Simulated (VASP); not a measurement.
Input of a VASP 6.6.1 run:

Contents of INCAR:

```
  PREC = Accurate
  ENCUT = 520
  EDIFF = 1E-6
  ISMEAR = -1
  SIGMA = 0.3
  LREAL = False
  LASPH = True
  NELM = 60
  ALGO = Normal
  ISIF = 2
  LWAVE = False
  LCHARG = True
  GGA = CA
  LELF = True
  LVHAR = True
  NBANDS = 12
```

KPOINTS

```
Automatic mesh
0
Gamma
  13 13 13
```

File POSCAR:

```
Cu
1.0
    0.0000000000      1.8075000000      1.8075000000
    1.8075000000      0.0000000000      1.8075000000
    1.8075000000      1.8075000000      0.0000000000
Cu
1
Direct
    0.0000000000      0.0000000000      0.0000000000
```

Potentials or basis: VASP PAW LDA potentials, release 64 (Cu).

Launch:

```sh
$ cat potpaw_LDA.64/Cu/POTCAR > POTCAR
$ mpirun -np 1 vasp_std > vasp.out
```

(1) Predict the pressure.

## Answers

(1) -11.3 GPa.
